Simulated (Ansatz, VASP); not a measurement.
# One calculation of GaN, two programs

The input POSCAR:

```
GaN
1.0
    3.1828215348      0.0000000000      0.0000000000
   -1.5914107674      2.7564043048      0.0000000000
    0.0000000000      0.0000000000      5.1856745519
Ga N
2 2
Direct
    0.3333333333      0.6666666667     -0.0615000000
    0.6666666667      0.3333333333      0.4385000000
    0.3333333333      0.6666666667      0.4385000000
    0.6666666667      0.3333333333      0.9385000000
```

The input INCAR.step1:

```
  PREC = Accurate
  ENCUT = 520
  ISMEAR = 0
  SIGMA = 0.01
  LREAL = F
  LASPH = T
  NELM = 60
  NBANDS = 26
  GGA = PE
  ALGO = Normal
  EDIFF = 1E-4
  LWAVE = T
  LCHARG = F
```

INCAR.step2

```
  PREC = Accurate
  ENCUT = 520
  EDIFF = 1E-7
  ISMEAR = 0
  SIGMA = 0.01
  LREAL = F
  LASPH = T
  NELM = 60
  ALGO = Normal
  ISIF = 2
  LWAVE = F
  LCHARG = F
  METAGGA = R2SCAN
  LMIXTAU = T
  NBANDS = 26
  ISTART = 1
```

KPOINTS

```
regular mesh
0
Gamma
  12 12 6
```

Input for Ansatz:

```yaml
crystal:
  lattice:
    - [3.1828215348, 0.0, 0.0]
    - [-1.5914107674, 2.7564043048, 0.0]
    - [0.0, 0.0, 5.1856745519]
  atoms:
    - { symbol: Ga, position: [0.3333333333, 0.6666666667, -0.0615] }
    - { symbol: Ga, position: [0.6666666667, 0.3333333333, 0.4385] }
    - { symbol: "N", position: [0.3333333333, 0.6666666667, 0.4385] }
    - { symbol: "N", position: [0.6666666667, 0.3333333333, 0.9385] }
basis:
  ecutwfc: 500
  xc_grid: 2
kpoints:
  mp_grid: { grid: [12, 12, 6] }
hamiltonian:
  xc: r2scan
  pseudopotentials: { kind: paw, azcp: { folder: soft_1 } }
scf:
  occupations: { method: fixed }
output:
  forces: true
  stress: true
  eigenvalues: true
  polarization: {}
```

Change from the starting cell: polar distortion scaled by 0.00.

Alike in both runs: task single point; functional r2SCAN; k mesh 12 × 12 × 6; no spin polarisation.

|  | VASP | Ansatz |
| --- | --- | --- |
| version | VASP 6.6.1 | Ansatz 0.2.0 |
| potentials or method | VASP PAW PBE potentials, release 64 (Ga_d, N), cutoff 520 eV | scalar-relativistic, plane waves, PAW |
| occupations | gaussian, width 0.01 eV | fixed |
| valence electrons in the cell | 36 | 36 |

```csv
,VASP,Ansatz,Ansatz less VASP
gap on the k mesh at the Fermi level (eV),2.39,2.39,+0.001
least direct gap on the mesh (eV),2.39,2.39,+0.001
pressure (GPa),11.7,10.5,-1.24
"traceless stress, the component that is largest in VASP (GPa)",-12.52,-11.28,+1.248
```

VASP's potentials were made for PBE, not for r2SCAN.
